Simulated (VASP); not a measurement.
Wanted: the native input for a VASP 6.6.1 run.

```yaml
Task: single point
Functional: r2SCAN
Potentials_or_basis: VASP PAW PBE potentials, release 64 (C_h)
Cutoff: 910 eV
k_mesh: 12 × 12 × 12
Occupations: gaussian, width 0.1 eV
Spin: no spin polarisation
Dipole_correction: no
Second_run: hard_potentials
Further_INCAR_settings: ALGO = Normal; EDIFF = 1e-06; NBANDS = 11
```

C:

```
C
1.0
     0.00000    1.78338    1.78338
     1.78338    0.00000    1.78338
     1.78338    1.78338    0.00000
C
2
Direct
  0.50000 0.50000 0.50000
  0.75000 0.75000 0.75000
```

The input as run:

POSCAR

```
C
1.0
    0.0000000000      1.7833800000      1.7833800000
    1.7833800000      0.0000000000      1.7833800000
    1.7833800000      1.7833800000      0.0000000000
C
2
Direct
    0.5000000000      0.5000000000      0.5000000000
    0.7500000000      0.7500000000      0.7500000000
```

INCAR.step1

```
SYSTEM = C
PREC = Accurate
ENCUT = 910
ISMEAR = 0
SIGMA = 0.1
LREAL = .False.
LASPH = .True.
NELM = 120
NBANDS = 11
GGA = PE
ALGO = Normal
EDIFF = 1E-5
LWAVE = .True.
LCHARG = .False.
GGA_COMPAT = .False.
```

INCAR.step2

```
SYSTEM = C
PREC = Accurate
ENCUT = 910
EDIFF = 1E-6
ISMEAR = 0
SIGMA = 0.1
LREAL = .False.
LASPH = .True.
NELM = 120
ALGO = Normal
ISIF = 2
LWAVE = .False.
LCHARG = .False.
METAGGA = R2SCAN
LMIXTAU = .True.
NBANDS = 11
ISTART = 1
GGA_COMPAT = .False.
```

KPOINTS

```
regular mesh
0
Gamma
  12 12 12
  0 0 0
```

Potentials or basis: VASP PAW PBE potentials, release 64 (C_h).

The run is started by

```sh
$ cat potpaw_PBE.64/C_h/POTCAR > POTCAR
$ cp INCAR.step1 INCAR
$ mpirun -np 1 vasp_std > vasp.out
$ cp INCAR.step2 INCAR
$ mpirun -np 1 vasp_std > vasp.out
```

It gave:

| Quantity | Value |
| --- | --- |
| Pressure | -3.3 GPa |
| Band gap on the k mesh | 4.37 eV, indirect (least direct gap 5.88 eV) |

Caveat: the cutoff is under 1.25 times the usual one of these potentials, so pressure, stress and relaxed cells hold a basis-set (Pulay) error; the PAW data sets were made with another functional, which shifts forces and pressure a little.

It took 36 s on 1 thread of Intel(R) Xeon(R) 6975P-C (Granite Rapids), with other jobs on the host, peak memory 0.16 GiB.
